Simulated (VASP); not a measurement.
A run of VASP 6.6.1 is set up as follows.

The input INCAR:

```
SYSTEM = RuAu
ALGO = Normal
EDIFF = 1E-7
EDIFFG = -0.01
ENCUT = 500
GGA = PS
GGA_COMPAT = .FALSE.
IBRION = 2
ISIF = 3
ISMEAR = -1
LASPH = .TRUE.
LCHARG = .FALSE.
LREAL = .FALSE.
LWAVE = .FALSE.
NELM = 120
NELMIN = 4
NSW = 60
PREC = Accurate
PSTRESS = 100.0
SIGMA = 0.05
```

File KPOINTS:

```
k-points
0
G
  8 8 8
  0 0 0
```

Contents of POSCAR:

```
RuAu
1.0
    3.1648100000      0.0000000000      0.0000000000
    0.0000000000      3.1648100000      0.0000000000
    0.0000000000      0.0000000000      3.1648100000
Ru Au
1 1
Direct
    0.0000000000      0.0000000000      0.0000000000
    0.5000000000      0.5000000000      0.5000000000
```

Potentials or basis: VASP PAW PBE potentials, release 64 (Ru_pv, Au).

Launch:

```console
$ cat potpaw_PBE.64/Ru_pv/POTCAR potpaw_PBE.64/Au/POTCAR > POTCAR
$ mpirun -np 1 vasp_std > vasp.out
```

(1) Estimate the relaxed volume.

(2) Estimate the relaxed cell.

(3) What does it give for the band gap on the k mesh?

## Answers

(1) 14.64 Å³/atom.

(2) a = 3.082 Å, b = 3.082 Å, c = 3.082 Å, α = 90.00°, β = 90.00°, γ = 90.00°.

(3) zero (an odd number of electrons rules out a gap without spin polarisation).

Caveat: the cell is relaxed towards a set pressure, so the run minimises the enthalpy, not the energy; the PAW data sets were made with another functional, which shifts forces and pressure a little; spin-orbit coupling is left out, which moves the levels of the heavy elements.
